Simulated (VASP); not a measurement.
# SiC (R3m) in VASP: a series of runs, part 2 of 2

VASP 6.6.1.

### 5 Single point, PBEsol

The input, INCAR:

```
SYSTEM = SiC
PREC = Accurate
ENCUT = 520
EDIFF = 1E-6
ISMEAR = 0
SIGMA = 0.05
LREAL = .False.
LASPH = .True.
NELM = 60
ALGO = Normal
ISIF = 2
LWAVE = .False.
LCHARG = .True.
GGA = PS
LELF = .True.
LVHAR = .True.
NBANDS = 11
```

The input, KPOINTS:

```
regular mesh
0
Gamma
  12 12 12
  0 0 0
```

The input, POSCAR:

```
SiC
1.0
    0.0000000000      2.2873193088      2.2873193088
    2.2873193088      0.0000000000      2.2873193088
    2.1982663437      2.1982663437      0.0890529651
Si C
1 1
Direct
    0.0000000000      0.0000000000      0.0000000000
    0.7500000000      0.7500000000      0.7500000000
```

Potentials or basis: VASP PAW PBE potentials, release 64 (Si, C).

Command:

```sh
$ cat potpaw_PBE.64/Si/POTCAR potpaw_PBE.64/C/POTCAR > POTCAR
$ mpirun -np 1 vasp_std > vasp.out
```

OUTCAR:

```text
SYSTEM = SiC
   PREC = Accurate
   ENCUT = 520
   EDIFF = 1E-6
   ISMEAR = 0
   LREAL = .False.
   LASPH = .True.
   NELM = 60
   ISIF = 2
   GGA = PS

 ion  position               nearest neighbor table
   1  0.000  0.000  0.000-   2 1.87   2 1.97   2 1.97   2 1.97
   2  0.750  0.750  0.750-   1 1.87   1 1.97   1 1.97   1 1.97

  LATTYP: Found a trigonal (rhomboedric) cell.
 ALAT       =     3.1100932890
 COS(alpha) =     0.4591127302

  Lattice vectors:

 A1 = (   2.1982663437,  -0.0890529651,  -2.1982663437)
 A2 = (  -0.0890529651,   2.1982663437,  -2.1982663437)
 A3 = (   2.1982663437,   2.1982663437,   0.0890529651)

Analysis of symmetry for initial positions (statically):
=====================================================================
 Subroutine PRICEL returns:
 Original cell was already a primitive cell.

 Routine SETGRP: Setting up the symmetry group for a
 trigonal (rhombohedral) supercell.

 Subroutine GETGRP returns: Found  6 space group operations
 (whereof  6 operations were pure point group operations)
 out of a pool of 12 trial point group operations.

The static configuration has the point symmetry C_3v.

Analysis of symmetry for dynamics (positions and initial velocities):
[... 165 lines left out ...]

 k-point     1 :       0.0000    0.0000    0.0000
  band No.  band energies     occupation
      1      -7.6531      2.00000
      2       7.0400      2.00000
      3       7.0400      2.00000
      4       7.2714      2.00000
      5      11.9486      0.00000
      6      13.3966      0.00000
      7      13.3966      0.00000
      8      15.1009      0.00000
      9      21.1316      0.00000
     10      21.1316      0.00000
     11      22.1296      0.00000
[... 309 lines left out ...]
 k-point    24 :      -0.4167    0.1667   -0.0000
  band No.  band energies     occupation
      1      -4.2084      2.00000
      2      -0.5504      2.00000
      3       4.1697      2.00000
      4       5.8311      2.00000
      5      12.1468      0.00000
      6      14.1571      0.00000
      7      15.5495      0.00000
      8      17.2634      0.00000
      9      20.4684      0.00000
     10      22.1653      0.00000
     11      24.1545      0.00000

 [... further k-points ...]
[... 5 lines left out ...]
  --------------------------------------------------------------------------------------
  -------------------------------------------------------------------------------------
  Total       -2.0908309     -2.0908309     -2.0908309      1.2798843     -1.2798843     -1.2798843
  in kB     -148.6458039   -148.6458039   -148.6458039     90.9922631    -90.9922631    -90.9922631
  external PRESSURE =    -148.6458039 kB  Pullay stress =       0.0000000 kB

 VOLUME and BASIS-vectors are now :
 -----------------------------------------------------------------------------
  energy-cutoff  :      520.00
  volume of cell :       22.54
      direct lattice vectors                 reciprocal lattice vectors
     0.000000000  2.287319309  2.287319309    -0.223115773  0.214077231  0.223115773
     2.287319309  0.000000000  2.287319309     0.214077231 -0.223115773  0.223115773
     2.198266344  2.198266344  0.089052965     0.232154314  0.232154314 -0.232154314

 POSITION                                       TOTAL-FORCE (eV/Angst)
 -----------------------------------------------------------------------------------
      0.00000      0.00000      0.00000        -0.275047     -0.275047      0.275047
      3.36419      3.36419      3.49777         0.275047      0.275047     -0.275047
 -----------------------------------------------------------------------------------
    total drift:                               -0.000069     -0.000069      0.000069

  FREE ENERGIE OF THE ION-ELECTRON SYSTEM (eV)
  ---------------------------------------------------
  free  energy   TOTEN  =       -15.7428660231 eV

  energy  without entropy=      -15.7428660231  energy(sigma->0) =      -15.74286602
```

OSZICAR:

```text
N       E                     dE             d eps       ncg     rms          rms(c)
DAV:   1     0.288805463855E+01    0.28881E+01   -0.38750E+03  4294   0.605E+02
DAV:   2    -0.166811161114E+02   -0.19569E+02   -0.18587E+02  5259   0.106E+02
DAV:   3    -0.173401924743E+02   -0.65908E+00   -0.65776E+00  5134   0.163E+01
DAV:   4    -0.173430349129E+02   -0.28424E-02   -0.28422E-02  4744   0.135E+00
DAV:   5    -0.173430488304E+02   -0.13918E-04   -0.13917E-04  5115   0.888E-02    0.794E+00
DAV:   6    -0.158022625130E+02    0.15408E+01   -0.59497E+00  4668   0.104E+01    0.350E+00
DAV:   7    -0.157575061094E+02    0.44756E-01   -0.28361E-01  5006   0.309E+00    0.163E+00
DAV:   8    -0.157430570358E+02    0.14449E-01   -0.20716E-02  4785   0.918E-01    0.164E-01
DAV:   9    -0.157428201030E+02    0.23693E-03   -0.20585E-03  5141   0.244E-01    0.104E-01
DAV:  10    -0.157428632500E+02   -0.43147E-04   -0.17018E-04  4683   0.825E-02    0.301E-02
DAV:  11    -0.157428659637E+02   -0.27138E-05   -0.16876E-05  4956   0.238E-02    0.104E-02
DAV:  12    -0.157428660231E+02   -0.59368E-07   -0.13353E-06  2835   0.737E-03
   1 F= -.15742866E+02 E0= -.15742866E+02  d E =-.109648E-20
```

stdout:

```text
POSCAR found type information on POSCAR SiC
 POSCAR found :  2 types and       2 ions
 scaLAPACK will be used
 -----------------------------------------------------------------------------
|                                                                             |
|                                                                             |
|     You enforced a specific xc type in the INCAR file but a different       |
|     I HOPE YOU KNOW WHAT YOU ARE DOING!                                     |
|                                                                             |
 -----------------------------------------------------------------------------

 LDA part: xc-table for (Slater+PW92), standard interpolation
 POSCAR, INCAR and KPOINTS ok, starting setup
 FFT: planning ... GRIDC
 FFT: planning ... GRID_SOFT
 FFT: planning ... GRID
 WAVECAR not read
 entering main loop
```

Run time: 46 s. Hardware: 1 thread of Intel Xeon 6975P-C, shared host; peak memory 0.17 GiB.

What came out:

- Free energy: -15.7429 eV
- Pressure: -14.9 GPa
- Largest force: 0.476 eV/Å
- Band gap on the k mesh: 1.10 eV, indirect (least direct gap 3.97 eV)

Forces on the atoms (eV/Å):
```
Si  -0.275 -0.275  0.275
C    0.275  0.275 -0.275
```

Stress tensor (GPa, compression positive):
```
-14.86   9.10  -9.10
  9.10 -14.86  -9.10
 -9.10  -9.10 -14.86
```

Caveat: the PAW data sets were made with another functional, which shifts forces and pressure a little. Expect the measured gap to be larger: semilocal functionals such as PBEsol lack the derivative discontinuity.

### 6 Single point, PBEsol

The input, INCAR:

```
SYSTEM = SiC
PREC     = Accurate       ! precision mode
ENCUT    = 520            ! plane-wave cutoff, eV
EDIFF    = 1E-6           ! SCF threshold, eV
ISMEAR   = 0              ! smearing method
SIGMA    = 0.05           ! smearing width, eV
LREAL    = .False.        ! projectors in reciprocal space
LASPH    = .True.         ! aspherical terms in the spheres
NELM     = 60             ! most SCF steps
ALGO     = Normal         ! electronic algorithm
ISIF     = 2              ! what is computed and relaxed
LWAVE    = .False.        ! write WAVECAR
LCHARG   = .True.         ! write CHGCAR
GGA      = PS             ! functional
LELF     = .True.         ! ELF
LVHAR    = .True.       
NBANDS   = 11             ! bands
```

The input, KPOINTS:

```
Automatic mesh
0
Gamma
  12 12 12
  0 0 0
```

The input, POSCAR:

```
SiC
1.0
    0.0000000000      2.2270014837      2.2270014837
    2.2270014837      0.0000000000      2.2270014837
    2.2569917703      2.2569917703     -0.0299902866
Si C
1 1
Direct
    0.0000000000      0.0000000000      0.0000000000
    0.7500000000      0.7500000000      0.7500000000
```

Potentials or basis: VASP PAW PBE potentials, release 64 (Si, C).

Command:

```sh
$ cat potpaw_PBE.64/Si/POTCAR potpaw_PBE.64/C/POTCAR > POTCAR
$ mpirun -np 1 vasp_std > vasp.out
```

Wall time 48 s (1 thread of Intel Xeon 6975P-C, shared host); peak memory 0.17 GiB.

It converged, with:

- Free energy: -15.8107 eV
- Pressure: -15.7 GPa
- Largest force: 0.084 eV/Å
- Band gap on the k mesh: 1.27 eV, indirect (least direct gap 4.25 eV)

Forces in eV/Å, atoms in the order of the input:
```
Si   0.049  0.049 -0.049
C   -0.049 -0.049  0.049
```

Stress tensor (GPa, compression positive):
```
-15.74  -2.85   2.85
 -2.85 -15.74   2.85
  2.85   2.85 -15.74
```

Levels at points of the mesh, in eV from the valence-band top:
```tsv
k point	band 2	band 3	band 4	band 5	band 6	band 7
(0.00, 0.00, 0.00)	-0.10	0.00	0.00	5.08	6.46	6.79
(0.50, 0.00, 0.00)	-8.17	-1.11	-1.10	4.49	6.59	6.86
(0.50, 0.50, 0.00)	-7.60	-3.17	-2.98	1.27	3.89	12.89
(0.00, 0.00, 0.50)	-8.20	-0.96	-0.96	4.86	6.92	6.92
```

Caveat: the PAW data sets were made with another functional, which shifts forces and pressure a little.

### 7 Summary

| cell | gap on the mesh (eV) | pressure (GPa) | largest force (eV/Å) |
| --- | --- | --- | --- |
| a = 3.213, b = 3.213, c = 3.130 Å, angles 59.1, 59.1, 60.0°, 2 atoms | 1.17 | -15.4 | 0.28 |
| a = 3.128, b = 3.128, c = 3.214 Å, angles 60.9, 60.9, 60.0°, 2 atoms | 1.21 | -15.4 | 0.14 |
| a = 3.108, b = 3.108, c = 3.237 Å, angles 61.3, 61.3, 60.0°, 2 atoms | 1.14 | -14.9 | 0.16 |
| a = 3.235, b = 3.235, c = 3.110 Å, angles 58.7, 58.7, 60.0°, 2 atoms | 1.10 | -14.9 | 0.48 |
| a = 3.149, b = 3.149, c = 3.192 Å, angles 60.4, 60.4, 60.0°, 2 atoms | 1.27 | -15.7 | 0.08 |

Alike in all rows: task single point; level PBEsol; potentials or basis VASP PAW PBE potentials, release 64 (Si, C); no spin polarisation; k mesh 12 × 12 × 12; cutoff (eV) 520; smearing gaussian 0.05 eV.

Caveats: the PAW data sets were made with another functional, which shifts forces and pressure a little.

Absolute energies hang on the potentials; compare differences alone.
